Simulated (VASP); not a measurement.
Write the native input for VASP 6.6.1 that does the following.

| Quantity | Value |
| --- | --- |
| Task | electric field gradients |
| Functional | PBEsol |
| Potentials or basis | VASP PAW PBE potentials, release 64 (Na_pv, S) |
| Cutoff | 400 eV |
| k mesh | 8 × 8 × 8 |
| Occupations | fermi-dirac, width 0.02 eV |
| Spin | no spin polarisation |
| Dipole correction | no |
| Further INCAR settings | ALGO = Normal; EDIFF = 1e-08; NBANDS = 17 |

The structure of Na2S lies in POSCAR:

```
Na2S
1.0
    0.0000000000      3.2411000113      3.2411000113
    3.2411000113      0.0000000000      3.2411000113
    3.2411000113      3.2411000113      0.0000000000
Na S
2 1
Direct
    0.2500000000      0.2500000000      0.2500000000
    0.7500000000      0.7500000000      0.7500000000
    0.0000000000      0.0000000000      0.0000000000
```

The input as run:

INCAR

```
PREC     = Accurate       # precision mode
ENCUT    = 400            # plane-wave cutoff, eV
EDIFF    = 1E-8           # SCF threshold, eV
ISMEAR   = -1             # smearing method
SIGMA    = 0.02           # smearing width, eV
LREAL    = False          # projectors in reciprocal space
LASPH    = True           # aspherical terms in the spheres
NELM     = 120            # most SCF steps
ALGO     = Normal         # electronic algorithm
ISIF     = 2              # what is computed and relaxed
LWAVE    = False          # write WAVECAR
LCHARG   = False          # write CHGCAR
GGA      = PS             # functional
LEFG     = True         
NBANDS   = 17             # bands
GGA_COMPAT= False
```

KPOINTS

```
regular mesh
0
Gamma
  8 8 8
```

Potentials or basis: VASP PAW PBE potentials, release 64 (Na_pv, S).

Run with:

```bash
$ cat potpaw_PBE.64/Na_pv/POTCAR potpaw_PBE.64/S/POTCAR > POTCAR
$ mpirun -np 1 vasp_std > vasp.out
```

Results of the run:

| Item | Value |
| --- | --- |
| Pressure | 0.1 GPa |
| Band gap on the k mesh | 2.45 eV |
| Largest electric field gradient by atom | zero within the noise of the run |

Caveat: the PAW data sets were made with another functional, which shifts forces and pressure a little.

It took 58 s on 1 thread of Intel Xeon 8259CL (shared host), peak memory 0.17 GiB.
